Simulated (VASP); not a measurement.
The system is CdSe.

```xyz
2
Lattice="0.0000 3.0986 3.0986 3.0986 0.0000 3.0986 3.0986 3.0986 0.0000" Properties=species:S:1:pos:R:3 pbc="T T T"
Cd    0.0000    0.0000    0.0000
Se    4.6479    4.6479    4.6479
```

- Program: VASP 6.6.1
- Task: relaxation of cell and atoms
- Functional: LDA
- Potentials or basis: VASP PAW LDA potentials, release 64 (Cd, Se)
- Cutoff: 600 eV
- k mesh: 6 × 6 × 6
- Occupations: fermi-dirac, width 0.02 eV
- Spin: no spin polarisation

At the start: pressure -4.0 GPa; volume 29.75 Å³/atom.

Task: How do energy, volume and symmetry change on relaxing?

Result: Over 3 steps the energy falls by 33.3 meV/atom and the volume is 27.31 Å³/atom (-8.2 %); space group F-43m (No. 216, to 0.1 Å) before and after.

The path:
| step | energy change (eV) | largest force (eV/Å) | pressure (GPa) | volume (Å³) |
| --- | --- | --- | --- | --- |
| 1 | 0.0000 | 0.0000 | -4.04 | 59.50 |
| 2 | -0.0603 | 0.0000 | 1.56 | 53.28 |
| 3 | -0.0667 | 0.0000 | -0.02 | 54.63 |

Final structure:
```cif
data_structure
_symmetry_space_group_name_H-M 'P 1'
_symmetry_Int_Tables_number 1
_cell_length_a 4.2590
_cell_length_b 4.2590
_cell_length_c 4.2590
_cell_angle_alpha 60.000
_cell_angle_beta 60.000
_cell_angle_gamma 60.000
_cell_volume 54.63
loop_
_atom_site_label
_atom_site_type_symbol
_atom_site_fract_x
_atom_site_fract_y
_atom_site_fract_z
_atom_site_occupancy
Cd1 Cd 0.00000 0.00000 0.00000 1
Se1 Se 0.75000 0.75000 0.75000 1
```
